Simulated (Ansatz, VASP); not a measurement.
# One calculation of PbSe, two programs

Contents of INCAR:

```
SYSTEM = PbSe
ALGO = Normal
EDIFF = 1E-7
ENCUT = 520
GGA = PE
ISIF = 2
ISMEAR = 0
IVDW = 12
LASPH = .TRUE.
LCHARG = .FALSE.
LREAL = .FALSE.
LWAVE = .FALSE.
NBANDS = 17
NELM = 60
PREC = Accurate
SIGMA = 0.03
```

KPOINTS

```
k-points
0
G
  10 10 10
  0 0 0
```

POSCAR

```
PbSe
1.0
    0.0000000000      3.1344668607      3.2889960769
    3.1344668607      0.0000000000      3.2889960769
    3.1344668607      3.1344668607      0.0000000000
Pb Se
1 1
Direct
    0.0000000000      0.0000000000      0.0000000000
    0.5000000000      0.5000000000      0.5000000000
```

Input for Ansatz:

```yaml
crystal:
  lattice:
    - [0.0, 3.1344668607, 3.2889960769]
    - [3.1344668607, 0.0, 3.2889960769]
    - [3.1344668607, 3.1344668607, 0.0]
  atoms:
    - { symbol: Pb, position: [0.0, 0.0, 0.0] }
    - { symbol: Se, position: [0.5, 0.5, 0.5] }
basis:
  ecutwfc: 420
kpoints:
  mp_grid: { grid: [10, 10, 10] }
hamiltonian:
  xc: pbe
  dispersion: d3bj
scf:
  occupations: { method: gaussian, width: 0.03 }
output:
  forces: true
  stress: true
  eigenvalues: true
```

Alike in both runs: task single point; functional PBE; dispersion D3(BJ); k mesh 10 × 10 × 10; occupations gaussian, width 0.03 eV; no spin polarisation.

```csv
,VASP,Ansatz
version,VASP 6.6.1,Ansatz 0.2.0
potentials or method,"VASP PAW PBE potentials, release 64 (Pb_d, Se), cutoff 520 eV","scalar-relativistic, plane waves, PAW"
valence electrons in the cell,20,30
```

```csv
,VASP,Ansatz,Ansatz less VASP
gap on the k mesh at the Fermi level (eV),0.58,0.58,-0.004
least direct gap on the mesh (eV),0.58,0.58,-0.004
pressure (GPa),-2.0,-2.0,+0.02
"traceless stress, the component that is largest in VASP (GPa)",-2.17,-2.16,+0.008
```

VASP's potentials hold 20 valence electrons a cell and Ansatz's 30, so a difference there can come from the potentials and not from the codes. Ansatz's warnings: dispersion switch in reach.

Neither program's run includes spin-orbit coupling.
